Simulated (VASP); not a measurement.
# Mg (P1) in VASP: a series of runs

The runs below take Mg through relaxation of cell and atoms, with PBE.

All numbers are computed with VASP 6.6.1; they aren't measurements. Logs are shortened: lines on timing, memory, paths and dates and some standing lists are left out, and cuts for length are marked.

## Step 1: The cell of the first run

The typed cell holds 6 atoms: a = 6.121 Å, b = 5.466 Å, c = 6.040 Å, α = 119.10°, β = 64.25°, γ = 116.58°.

The cell was built from a structure type or drawn by symmetry, and may not be a known phase.

## Step 2: Relaxation of cell and atoms, PBE

File INCAR:

```
ALGO = Fast
EDIFF = 1E-7
EDIFFG = -0.04
ENCUT = 600
GGA = PE
IBRION = 2
ISIF = 3
ISMEAR = 0
LASPH = True
LCHARG = False
LREAL = False
LWAVE = False
NELM = 60
NSW = 90
PREC = Accurate
SIGMA = 0.1
```

File KPOINTS:

```
k-points
0
Gamma
  4 4 4
```

File POSCAR:

```
Mg
1.0
    6.1205701262      0.0000000000      0.0000000000
   -2.4458655375      4.8879082773      0.0000000000
    2.6243561310     -1.9715535928      5.0700797751
Mg
6
Direct
    0.1636995922      0.5616315912      0.0607288313
    0.0906285903      0.7900106938      0.5805471419
    0.6463472012      0.0942396349      0.8825785080
    0.1831595764      0.0106079190      0.1527266725
    0.2761556184      0.2129022020      0.7557704120
    0.6442487714      0.4203264294      0.6831826578
```

Potentials or basis: VASP PAW PBE potentials, release 64 (Mg).

Run with:

```sh
cat potpaw_PBE.64/Mg/POTCAR > POTCAR
mpirun -np 1 vasp_std > vasp.out
```

OUTCAR:

```text
EDIFF = 1E-7
   EDIFFG = -0.04
   ENCUT = 600
   GGA = PE
   IBRION = 2
   ISIF = 3
   ISMEAR = 0
   LASPH = True
   LREAL = False
   NELM = 60
   NSW = 90
   PREC = Accurate

 ion  position               nearest neighbor table
   1  0.164  0.562  0.061-   5 2.04   4 2.19   2 2.66   6 2.99   3 3.28   3 3.31   4 3.38
   2  0.091  0.790  0.581-   5 2.02   6 2.60   1 2.66   4 3.10   3 3.21   4 3.28   6 3.61
   3  0.646  0.094  0.883-   4 2.54   6 2.60   5 3.07   2 3.21   6 3.27   1 3.28   1 3.31   5 3.40

   4  0.183  0.011  0.153-   1 2.19   3 2.54   5 2.85   2 3.10   2 3.28   1 3.38   5 3.48
   5  0.276  0.213  0.756-   6 1.97   2 2.02   1 2.04   4 2.85   3 3.07   3 3.40   4 3.48
   6  0.644  0.420  0.683-   5 1.97   2 2.60   3 2.60   1 2.99   3 3.27   2 3.61

  LATTYP: Found a triclinic cell.
 ALAT       =    10.2988575939
 B/A-ratio  =     0.5864597737
 C/A-ratio  =     0.5937700708
 COS(alpha) =     0.0001884513
 COS(beta)  =     0.3572335845
 COS(gamma) =     0.8446847898

  Lattice vectors:

 A1 = (  -8.7449262572,   1.9715535928,  -5.0700797751)
 A2 = (  -2.6243561310,   1.9715535928,  -5.0700797751)
 A3 = (  -3.6747045887,  -4.8879082773,   0.0000000000)

Analysis of symmetry for initial positions (statically):
=====================================================================
 Subroutine PRICEL returns:
 Original cell was already a primitive cell.

 Routine SETGRP: Setting up the symmetry group for a
 triclinic supercell.

 Subroutine GETGRP returns: Found  1 space group operations
 (whereof  1 operations were pure point group operations)
 out of a pool of  2 trial point group operations.

The static configuration has the point symmetry C_1 .

Analysis of symmetry for dynamics (positions and initial velocities):
=====================================================================
 Subroutine PRICEL returns:
 Original cell was already a primitive cell.

 Routine SETGRP: Setting up the symmetry group for a
 triclinic supercell.

 Subroutine GETGRP returns: Found  1 space group operations
 (whereof  1 operations were pure point group operations)
 out of a pool of  2 trial point group operations.

The dynamic configuration has the point symmetry C_1 .

 Subroutine INISYM returns: Found  1 space group operations
 (whereof  1 operations are pure point group operations),
 and found     1 'primitive' translations

----------------------------------------------------------------------------------------

                                     Primitive cell

  volume of cell :     151.6805

  direct lattice vectors                    reciprocal lattice vectors
     6.120570126  0.000000000  0.000000000     0.163383472  0.081755627 -0.052778424
    -2.445865538  4.887908277  0.000000000     0.000000000  0.204586490  0.079555598
     2.624356131 -1.971553593  5.070079775     0.000000000  0.000000000  0.197235555

  length of vectors
     6.120570126  5.465702659  6.039865694     0.190167567  0.219510194  0.197235555

  position of ions in fractional coordinates (direct lattice)
     0.163699592  0.561631591  0.060728831
     0.090628590  0.790010694  0.580547142
     0.646347201  0.094239635  0.882578508
     0.183159576  0.010607919  0.152726673
     0.276155618  0.212902202  0.755770412
     0.644248771  0.420326429  0.683182658

  ion indices of the primitive-cell ions
   primitive index   ion index
                 1           1
                 2           2
                 3           3
                 4           4
                 5           5
                 6           6

----------------------------------------------------------------------------------------

 KPOINTS: k-points

Automatic generation of k-mesh.
 Grid dimensions read from file:
 generate k-points for:    4    4    4

 Generating k-lattice:

  Cartesian coordinates                     Fractional coordinates (reciprocal lattice)
     0.040845868  0.020438907 -0.013194606     0.250000000  0.000000000  0.000000000
     0.000000000  0.051146623  0.019888900     0.000000000  0.250000000  0.000000000
     0.000000000  0.000000000  0.049308889     0.000000000  0.000000000  0.250000000

  Length of vectors
     0.047541892  0.054877549  0.049308889

  Shift w.r.t. Gamma in fractional coordinates (k-lattice)
     0.000000000  0.000000000  0.000000000

 Subroutine IBZKPT returns following result:
 ===========================================

 Found     36 irreducible k-points:

 Following reciprocal coordinates:
            Coordinates               Weight
  0.000000  0.000000  0.000000      1.000000
  0.250000  0.000000 -0.000000      2.000000
  0.500000  0.000000 -0.000000      1.000000
  0.000000  0.250000 -0.000000      2.000000
  0.250000  0.250000 -0.000000      2.000000
  0.500000  0.250000 -0.000000      2.000000
[... 16 lines left out ...]
  0.000000 -0.250000  0.250000      2.000000
  0.250000 -0.250000  0.250000      2.000000
 [... further k-points ...]
[... 40 lines left out ...]
  Fermi-wavevector in a.u.,A,eV,Ry     =   0.702790  1.328080  6.720098  0.493913
  Thomas-Fermi vector in A             =   1.787584
   LORBIT       =      0    0 simple, 1 ext, 2 COOP (PROOUT), +10 PAW based schemes
   GGA     = PE    functional components
   LHFCALC =     F    Hartree Fock is set to
   AEXX    =    0.0000 exact exchange contribution
   IVDW    =     0    specifies the selected vdW correction
   LEPSILON=     F    determine dielectric tensor
   LRPA    =     F    only Hartree local field effects (RPA)
 conjugate gradient relaxation of ions
 non-spin polarized calculation
 RMM-DIIS sequential band-by-band and
 Gauss-broadening in eV      SIGMA  =   0.10
  energy-cutoff  :      600.00
  volume of cell :      151.68
 maximum number of plane-waves:      5092
 NGX is ok and might be reduce to    50
   NGX = 25   NGY = 21   NGZ = 25

--------------------------------------- Ionic step        1  -------------------------------------------

 number of electron      12.0000000 magnetization

 Free energy of the ion-electron system (eV)
  ---------------------------------------------------
  ext. energy  EPLUGINS =         0.00000000
  ---------------------------------------------------
  free energy    TOTEN  =         2.17231502 eV

  energy without entropy =        2.18836079  energy(sigma->0) =        2.18033790

------------------------ aborting loop because EDIFF is reached ----------------------------------------

  FORCE on cell =-STRESS in cart. coord.  units (eV):
  Direction    XX          YY          ZZ          XY          YZ          ZX
  --------------------------------------------------------------------------------------
  -------------------------------------------------------------------------------------
  Total       13.9247852     27.2277459     11.9753993      5.4135268      7.8907760     -6.1476926
  in kB      147.0853326    287.6024310    126.4942743     57.1822385     83.3490352    -64.9371176
  external PRESSURE =     187.0606793 kB  Pullay stress =       0.0000000 kB
[... 101 lines left out ...]
  FREE ENERGIE OF THE ION-ELECTRON SYSTEM (eV)
  ---------------------------------------------------
  free  energy   TOTEN  =        -4.7083431590 eV

  energy  without entropy=       -4.6900653039  energy(sigma->0) =       -4.69920423

[... ionic steps 4 to 61 ...]

--------------------------------------- Ionic step       62  -------------------------------------------

 number of electron      12.0000000 magnetization

------------------------ aborting loop because EDIFF is reached ----------------------------------------

  FORCE on cell =-STRESS in cart. coord.  units (eV):
  Direction    XX          YY          ZZ          XY          YZ          ZX
  --------------------------------------------------------------------------------------
  -------------------------------------------------------------------------------------
  Total        0.1890423     -0.0253704      0.0147573      0.0269850     -0.0102886     -0.0047693
  in kB        2.2002911     -0.2952899      0.1717620      0.3140819     -0.1197508     -0.0555106
  external PRESSURE =       0.6922544 kB  Pullay stress =       0.0000000 kB
[... 65 lines left out ...]
  energy  without entropy=       -9.0741344468  energy(sigma->0) =       -9.07857225

--------------------------------------- Ionic step       64  -------------------------------------------

 number of electron      12.0000000 magnetization

 Free energy of the ion-electron system (eV)
  ---------------------------------------------------
  ext. energy  EPLUGINS =         0.00000000
  ---------------------------------------------------
  free energy    TOTEN  =        -9.08368689 eV

  energy without entropy =       -9.07474313  energy(sigma->0) =       -9.07921501

 E-fermi :   2.6106     XC(G=0):  -8.4852

 val. band max:        2.3227441975   @ k =   0.0000   0.5000  -0.0000
 cond. band min:       2.6203738827   @ k =   0.0000   0.0000   0.0000
 fundamental gap:      0.2976296852
 Fermi energy:         2.6105569192

 k-point     1 :       0.0000    0.0000    0.0000
  band No.  band energies     occupation
      1      -4.2992      2.00000
      2       0.7795      2.00000
      3       1.0759      2.00000
      4       2.6204      0.88958
      5       2.6291      0.79297
      6       2.6422      0.65406
      7       2.6509      0.56866
      8       2.6604      0.48099
      9       2.6631      0.45755
     10       4.3014      0.00000
[... 287 lines left out ...]
 k-point    24 :       0.2500   -0.2500    0.2500
  band No.  band energies     occupation
      1      -3.2911      2.00000
      2      -1.5401      2.00000
      3      -0.6094      2.00000
      4       1.4949      2.00000
      5       1.5645      2.00000
      6       3.3018      0.00000
      7       3.3491      0.00000
      8       3.6823      0.00000
      9       4.0781      0.00000
     10       4.2372      0.00000

 [... further k-points ...]

------------------------ aborting loop because EDIFF is reached ----------------------------------------

  FORCE on cell =-STRESS in cart. coord.  units (eV):
  Direction    XX          YY          ZZ          XY          YZ          ZX
  --------------------------------------------------------------------------------------
  -------------------------------------------------------------------------------------
  Total       -0.0368069     -0.0030206     -0.0052061     -0.0409568     -0.0210501     -0.0028556
  in kB       -0.4274559     -0.0350799     -0.0604606     -0.4756510     -0.2444650     -0.0331630
  external PRESSURE =      -0.1743321 kB  Pullay stress =       0.0000000 kB
[... 21 lines left out ...]
  FREE ENERGIE OF THE ION-ELECTRON SYSTEM (eV)
  ---------------------------------------------------
  free  energy   TOTEN  =        -9.0836868942 eV

  energy  without entropy=       -9.0747431264  energy(sigma->0) =       -9.07921501

 reached required accuracy - stopping structural energy minimisation
```

Run time: 34 min. Hardware: 1 thread of AMD EPYC 9R45 (Zen 5), shared host; peak memory 0.36 GiB.

Results:

```yaml
Free_energy: -9.0837 eV
Relaxed_volume: 22.99 Å³/atom
Relaxed_cell: a = 5.479 Å, b = 6.177 Å, c = 5.483 Å, α = 89.93°, β = 59.88°, γ = 63.73°
Space_group_after_relaxing_to_0.1_Å: P6_3/mmc (No. 194)
Energy_gained_by_relaxing: 1876.0 meV/atom
Ionic_steps: 64
Pressure_after_relaxing: 0.0 GPa
Largest_force_after_relaxing: 0.033 eV/Å
Band_gap_on_the_k_mesh: zero (bands 6 and 7 overlap by 1.09 eV)
```

Forces on the atoms (eV/Å):
```
Mg   0.006 -0.007  0.014
Mg  -0.002  0.019  0.027
Mg   0.019  0.017 -0.018
Mg  -0.007 -0.005 -0.017
Mg  -0.023  0.004 -0.011
Mg   0.007 -0.027  0.005
```

The path:
```
step  energy change (eV)  largest force (eV/Å)  pressure (GPa)  volume (Å³)
   1              0.0000                6.2062           18.71       151.68
   3             -6.8807                1.2186            0.35       228.78
   5             -6.8861                1.3608           -0.06       235.58
   7             -7.7674                0.4215           -2.01       240.84
   9             -8.3014                0.7375           -1.89       218.42
  11             -7.7409                2.6596            7.66       146.67
  13             -8.9458                0.7752            0.43       175.91
  15             -9.0932                1.0253            1.45       165.48
  17             -9.4020                0.7548            0.97       164.58
  19             -9.5421                0.3784           -0.14       170.04
  21             -9.6002                0.2037           -0.22       169.37
  23             -9.6502                0.3529            0.46       163.44
  25             -9.8314                0.5076           -0.29       161.00
  27            -10.0365                1.0026           -0.27       154.01
  29            -10.0071                1.1439            0.00       151.69
  31            -10.1137                1.0459           -0.35       152.80
  33            -10.3774                0.8352           -0.61       150.32
  35            -10.2957                1.3405            2.19       137.98
  37            -10.6837                0.8377           -0.03       143.71
  39            -10.8568                0.4140            0.30       140.58
  41            -10.9729                0.3932           -0.40       142.08
  43            -11.0893                0.2958            0.47       137.26
  45            -11.1027                0.3218            0.89       135.56
  47            -11.1580                0.3087           -0.61       140.69
  49            -11.1794                0.2373           -0.20       138.88
  51            -11.2067                0.2960            0.96       134.74
  53            -11.2158                0.2106            0.70       135.55
  55            -11.2237                0.2583            0.62       135.88
  57            -11.2445                0.1425           -0.24       138.91
  59            -11.2479                0.1149           -0.21       138.76
  61            -11.2527                0.0551            0.13       137.44
  63            -11.2553                0.0427           -0.01       137.94
  64            -11.2560                0.0331           -0.02       137.96
```

Final structure:
```cif
data_structure
_symmetry_space_group_name_H-M 'P 1'
_symmetry_Int_Tables_number 1
_cell_length_a 5.4790
_cell_length_b 6.1771
_cell_length_c 5.4825
_cell_angle_alpha 89.931
_cell_angle_beta 59.880
_cell_angle_gamma 63.728
_cell_volume 137.96
loop_
_atom_site_label
_atom_site_type_symbol
_atom_site_fract_x
_atom_site_fract_y
_atom_site_fract_z
_atom_site_occupancy
Mg1 Mg 0.00165 0.59882 0.09931 1
Mg2 Mg 0.33628 0.59609 0.43196 1
Mg3 Mg 0.66507 0.09838 0.93908 1
Mg4 Mg 0.99960 0.09906 0.27279 1
Mg5 Mg 0.33394 0.09742 0.60545 1
Mg6 Mg 0.66771 0.59996 0.76693 1
```

## Step 3: Relaxation of cell and atoms, PBE

This run uses another cell than the first one, of 26.96 Å³/atom.

Edit INCAR of step 2 so:

```diff
@@ -1,2 +1,2 @@
-ALGO = Fast
+ALGO = Normal
 EDIFF = 1E-7
@@ -12,3 +12,3 @@
 LWAVE = False
-NELM = 60
+NELM = 100
 NSW = 90
```

KPOINTS is that of step 2.

File POSCAR:

```
Mg
1.0
    5.6445557929      0.0000000000      0.0000000000
   -2.5514215011      5.0749048497      0.0000000000
    1.8035060553      2.7061977683      5.6479883784
Mg
6
Direct
    0.9555250293      0.0075411466      0.3780523808
    0.4834373589      0.4920829543      0.9269070806
    0.1422564554      0.4948289835      0.8029466030
    0.5031008302      0.4298209835      0.5219690316
    0.9326592685      0.9486163699      0.9943995201
    0.3453845228      0.7480990117      0.2447257017
```

Potentials or basis: VASP PAW PBE potentials, release 64 (Mg).

Run with:

```sh
cat potpaw_PBE.64/Mg/POTCAR > POTCAR
mpirun -np 1 vasp_std > vasp.out
```

Wall time 44 min (1 thread of Intel Xeon Platinum 8259CL at 2.50GHz (Skylake/Cascade Lake), shared host); peak memory 0.41 GiB.

The run converged. Its results:

- Free energy: -9.0942 eV
- Relaxed volume: 22.96 Å³/atom
- Relaxed cell: a = 4.381 Å, b = 5.520 Å, c = 6.498 Å, α = 74.16°, β = 90.01°, γ = 113.35°
- Space group after relaxing (to 0.1 Å): I4/mmm (No. 139)
- Energy gained by relaxing: 627.7 meV/atom
- Ionic steps: 61
- Pressure after relaxing: 0.0 GPa
- Largest force after relaxing: 0.029 eV/Å
- Band gap on the k mesh: zero (bands 6 and 7 overlap by 2.03 eV)

Forces on the atoms (eV/Å):
```
Mg   0.006  0.019  0.021
Mg  -0.001 -0.004  0.004
Mg  -0.014  0.002 -0.020
Mg  -0.001 -0.014 -0.004
Mg   0.008 -0.004 -0.006
Mg   0.002  0.001  0.006
```

The path:
```
step  energy change (eV)  largest force (eV/Å)  pressure (GPa)  volume (Å³)
   1              0.0000                4.7569            4.79       161.79
   3             -1.7310                0.7650           -2.57       188.41
   5             -2.4068                0.8165            1.16       151.61
   7             -2.6811                0.5253            0.87       148.47
   9             -2.8025                0.3025           -1.27       156.92
  11             -2.9169                0.2570            0.21       147.21
  13             -2.9835                0.1633            0.31       145.83
  15             -2.9963                0.1127           -0.35       148.72
  17             -3.0101                0.1702            0.14       146.38
  19             -3.0374                0.2350            0.32       145.17
  21             -3.0409                0.2750            0.42       144.62
  23             -3.0737                0.3002           -0.04       146.23
  25             -3.1207                0.4047           -0.63       147.97
  27             -3.1963                0.6085            0.32       142.01
  29             -3.2137                0.5737            0.04       143.16
  31             -3.2604                0.4078            0.18       141.68
  33             -3.3747                0.3027           -0.52       143.17
  35             -3.4193                0.3062           -0.04       140.48
  37             -3.4695                0.2832            0.87       136.21
  39             -3.5270                0.2685            0.02       138.92
  41             -3.5437                0.1899           -0.56       141.34
  43             -3.5765                0.1614            0.38       136.95
  45             -3.6169                0.2088            0.85       135.50
  47             -3.6267                0.2345            1.17       134.47
  49             -3.6715                0.2903            0.40       137.15
  51             -3.6957                0.3471           -0.18       139.25
  53             -3.7208                0.3214           -0.37       139.76
  55             -3.7423                0.2704           -0.14       138.58
  57             -3.7580                0.1610            0.09       137.50
  59             -3.7648                0.0538           -0.03       137.86
  61             -3.7661                0.0288           -0.01       137.73
```

Final structure:
```cif
data_structure
_symmetry_space_group_name_H-M 'P 1'
_symmetry_Int_Tables_number 1
_cell_length_a 4.3811
_cell_length_b 5.5196
_cell_length_c 6.4976
_cell_angle_alpha 74.158
_cell_angle_beta 90.009
_cell_angle_gamma 113.353
_cell_volume 137.73
loop_
_atom_site_label
_atom_site_type_symbol
_atom_site_fract_x
_atom_site_fract_y
_atom_site_fract_z
_atom_site_occupancy
Mg1 Mg 0.89315 0.01936 0.39372 1
Mg2 Mg 0.56061 0.35383 0.06153 1
Mg3 Mg 0.22777 0.68668 0.72922 1
Mg4 Mg 0.56070 0.35399 0.56174 1
Mg5 Mg 0.89338 0.02056 0.89464 1
Mg6 Mg 0.22675 0.68657 0.22815 1
```

Levels at points of the mesh, in eV from the Fermi level:
| k point | band 3 | band 4 | band 5 | band 6 | band 7 | band 8 | band 9 | band 10 |
| --- | --- | --- | --- | --- | --- | --- | --- | --- |
| (0.00, 0.00, 0.00) | -2.98 | -0.61 | -0.60 | -0.16 | 0.86 | 1.71 | 1.71 | 3.03 |
| (0.50, 0.00, 0.00) | -1.62 | -1.59 | -1.21 | -1.15 | -0.18 | -0.17 | 0.31 | 0.32 |
| (0.00, 0.50, 0.00) | -2.87 | -2.87 | -0.45 | 0.27 | 0.49 | 1.34 | 3.78 | 3.79 |
| (0.50, 0.50, 0.00) | -1.62 | -1.59 | -1.21 | -1.15 | -0.18 | -0.17 | 0.31 | 0.32 |
| (0.00, 0.00, 0.50) | -1.09 | -1.09 | 1.21 | 1.21 | 1.91 | 1.92 | 1.97 | 1.97 |
| (0.50, 0.00, 0.50) | -3.18 | -3.17 | -1.54 | -1.53 | 0.61 | 0.62 | 2.80 | 2.81 |
| (0.00, 0.50, 0.50) | -3.54 | -3.54 | 0.94 | 0.95 | 1.14 | 1.15 | 2.44 | 2.45 |
| (0.50, 0.50, 0.50) | -3.17 | -3.17 | -1.54 | -1.54 | 0.60 | 0.61 | 2.80 | 2.80 |

Caveat: a cell axis changed by over 15 % at a fixed basis, so the end point is rough.
